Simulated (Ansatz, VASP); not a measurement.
## Ge in VASP and in Ansatz

```
CELL_PARAMETERS angstrom
-2.49590 2.65086 1.43695
2.49590 -2.65086 1.43695
2.49590 2.65086 -1.43695
ATOMIC_POSITIONS crystal
Ge 0.31406 0.06406 0.25000
Ge 0.68594 0.93594 0.75000
```

Alike in both runs: task single point; functional LDA; k mesh 11 × 11 × 11; occupations fermi-dirac, width 0.05 eV; no spin polarisation.

|  | VASP | Ansatz |
| --- | --- | --- |
| version | VASP 6.6.1 | Ansatz 0.2.0 |
| potentials or method | VASP PAW LDA potentials, release 64 (Ge_d) | Ansatz PAW |
| plane-wave cutoff (eV) | 520 | 420 |
| valence electrons in the cell | 28 | 28 |

Ansatz gave:

* gap on the k mesh at the Fermi level (eV): none
* pressure (GPa): -4.2
* traceless stress, the component that is largest in VASP (GPa): 1.14
* rms of the force components (eV/Å): 0.040

Task: Which values does VASP return?

Result: gap on the k mesh at the Fermi level (eV): none; pressure (GPa): -4.2; traceless stress, the component that is largest in VASP (GPa): 1.15; rms of the force components (eV/Å): 0.040.

LDA's correlation is that of Perdew and Zunger in VASP and of Perdew and Wang (1992) in Ansatz. Atom by atom the forces differ by 0.000 eV/Å (rms over components). A gap of «none» marks a metal or a gap that the smearing closes.
